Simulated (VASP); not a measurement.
# HgTe (Coloradoite): single point with PBEsol

Crystal: HgTe (Coloradoite).

```
Hg Te
1.0
     0.00000    3.21450    3.21450
     3.21450    0.00000    3.21450
     3.21450    3.21450    0.00000
Hg Te
1 1
Direct
  0.99737 0.00315 0.99558
  0.74873 0.75226 0.74921
```

This cell differs from its parent crystal: atoms moved at random.

```json
{"Program": "VASP 6.6.1", "Task": "single point", "Functional": "PBEsol", "Potentials or basis": "VASP PAW PBE potentials, release 64 (Hg, Te)", "Cutoff": "520 eV", "k mesh": "7 × 7 × 7", "Occupations": "fermi-dirac, width 0.05 eV", "Spin": "no spin polarisation", "Dipole correction": "no", "Further INCAR settings": "ALGO = Normal; EDIFF = 1e-06; NBANDS = 16"}
```

```json
{
 "Pressure": "1.9 GPa",
 "Largest force": "0.077 eV/Å"
}
```

Forces in eV/Å, atoms in the order of the input:
```
Hg   0.037  0.067  0.009
Te  -0.037 -0.067 -0.009
```

Stress tensor (GPa, compression positive):
```
1.90 0.03 0.25
0.03 1.89 0.14
0.25 0.14 1.90
```

Levels at points of the mesh, in eV from the Fermi level:
```tsv
k point	band 5	band 6	band 7	band 8	band 9	band 10	band 11	band 12	band 13	band 14
(0.00, 0.00, 0.00)	-6.93	-6.93	-0.81	-0.05	-0.04	-0.03	4.10	4.11	4.12	6.26
```

Wall time 4.3 min on 1 thread of Intel Xeon 8259CL, with other jobs on the host, peak memory 0.34 GiB.

Caveat: the cell differs from its parent crystal (atoms moved at random); the PAW data sets were made with another functional, which shifts forces and pressure a little; spin-orbit coupling is left out, which moves the levels of the heavy elements.
